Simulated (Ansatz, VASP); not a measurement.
## AlH5 in VASP and in Ansatz

Contents of INCAR:

```
SYSTEM = AlH5
PREC = Accurate ; ENCUT = 600
EDIFF = 1E-6 ; ISMEAR = 0
SIGMA = 0.1 ; LREAL = .False.
LASPH = .True. ; NELM = 100
ALGO = Normal ; ISIF = 3
LWAVE = .False. ; LCHARG = .False.
GGA = PE ; IBRION = 2
NSW = 90 ; EDIFFG = -0.04
```

File KPOINTS:

```
regular mesh
0
Gamma
  4 4 4
  0 0 0
```

POSCAR

```
AlH5
1.0
    3.8301923900      0.0000000000      0.0000000000
    0.0000000000      3.8301923900      0.0000000000
    0.0000000000      0.0000000000      3.8301923900
Al H
1 5
Direct
    0.5000000000      0.5000000000      0.5000000000
    0.2169226100      0.2169226100      0.2169226100
    0.7830773900      0.7830773900      0.2169226100
    0.7830773900      0.2169226100      0.7830773900
    0.2169226100      0.7830773900      0.7830773900
    0.0000000000      0.0000000000      0.0000000000
```

Input for Ansatz:

```yaml
crystal:
  lattice:
    - [3.83019239, 0.0, 0.0]
    - [0.0, 3.83019239, 0.0]
    - [0.0, 0.0, 3.83019239]
  atoms:
    - { symbol: Al, position: [0.5, 0.5, 0.5] }
    - { symbol: H, position: [0.21692261, 0.21692261, 0.21692261] }
    - { symbol: H, position: [0.78307739, 0.78307739, 0.21692261] }
    - { symbol: H, position: [0.78307739, 0.21692261, 0.78307739] }
    - { symbol: H, position: [0.21692261, 0.78307739, 0.78307739] }
    - { symbol: H, position: [0.0, 0.0, 0.0] }
basis:
  ecutwfc: 420
kpoints:
  mp_grid: { grid: [4, 4, 4] }
hamiltonian:
  xc: pbe
scf:
  occupations: { method: gaussian, width: 0.1 }
  lower_state_search: "off"
output:
  forces: true
  stress: true
  eigenvalues: true
relax:
  adjacent_minimum: "off"
  f_tol: 0.04
  max_steps: 70
  cell: { stress_tol: 0.4 }
```

Alike in both runs: task relaxation of cell and atoms; functional PBE; k mesh 4 × 4 × 4; occupations gaussian, width 0.1 eV; no spin polarisation.

```csv
,VASP,Ansatz
version,VASP 6.6.1,Ansatz 0.2.0
potentials or method,"VASP PAW PBE potentials, release 64 (Al, H), cutoff 600 eV","scalar-relativistic, plane waves, PAW"
valence electrons in the cell,8,8
```

Ansatz gave:

| Item | Value |
| --- | --- |
| gap on the k mesh at the Fermi level, each at its own relaxed structure (eV) | none |
| relaxed volume (Å³/atom) | 6.88 |
| relaxed length of the cell vector where the two differ most in proportion (Å) | 3.455 |

Q: What did VASP give for the same quantities?

A: gap on the k mesh at the Fermi level, each at its own relaxed structure (eV): none; relaxed volume (Å³/atom): 6.94; relaxed length of the cell vector where the two differ most in proportion (Å): 3.467.

A gap of «none» marks a metal or a gap that the smearing closes.

The k mesh is coarse, so the values compare programs but aren't converged. Noted on VASP's run: the volume moved by over 15 % at a fixed basis, so the end points are rough.
